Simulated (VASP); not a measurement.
**Rb: single point with PBE+D3(BJ)**

The system is Rb.

```xyz
2
Lattice="2.5019 -4.3786 0.0000 2.5019 4.3786 0.0000 0.0000 0.0000 7.6546" Properties=species:S:1:pos:R:3 pbc="T T T"
Rb    2.5019   -2.9424    5.7409
Rb    2.5019    2.9424    1.9136
```

| Item | Value |
| --- | --- |
| Program | VASP 6.6.1 |
| Task | single point |
| Functional | PBE |
| Dispersion | D3(BJ) |
| Potentials or basis | VASP PAW PBE potentials, release 64 (Rb_sv) |
| Cutoff | 520 eV |
| k mesh | 12 × 12 × 6 |
| Occupations | gaussian, width 0.15 eV |
| Spin | no spin polarisation |
| Dipole correction | no |
| Further INCAR settings | ALGO = Fast; EDIFF = 1e-06; NBANDS = 16 |

```
Pressure                   : 0.1 GPa
Band gap on the k mesh     : zero (bands 9 and 10 overlap by 2.31 eV)
Dispersion energy per atom : -0.110 eV
```

Stress tensor (GPa, compression positive):
```
 0.00  0.00  0.00
 0.00 -0.01  0.00
 0.00  0.00  0.27
```

Levels at points of the mesh, in eV from the Fermi level:
| k point | band 6 | band 7 | band 8 | band 9 | band 10 | band 11 | band 12 | band 13 |
| --- | --- | --- | --- | --- | --- | --- | --- | --- |
| (0.00, 0.00, 0.00) | -12.90 | -12.90 | -12.89 | -2.08 | 0.28 | 0.95 | 3.34 | 3.44 |
| (0.50, 0.00, 0.00) | -12.95 | -12.93 | -12.91 | -0.05 | 0.26 | 1.35 | 1.49 | 2.30 |
| (0.50, 0.50, 0.00) | -12.95 | -12.93 | -12.91 | -0.06 | 0.22 | 1.37 | 1.52 | 2.23 |
| (0.00, 0.00, 0.50) | -12.91 | -12.91 | -12.91 | -1.29 | -1.29 | 2.61 | 2.61 | 3.37 |
| (0.50, 0.00, 0.50) | -12.93 | -12.92 | -12.92 | 0.38 | 0.38 | 0.94 | 0.94 | 2.62 |
| (0.50, 0.50, 0.50) | -12.93 | -12.92 | -12.92 | 0.35 | 0.35 | 0.92 | 0.92 | 2.61 |

It took 6.3 min on 1 thread of Intel Xeon 8259CL, with other jobs on the host, peak memory 0.56 GiB.
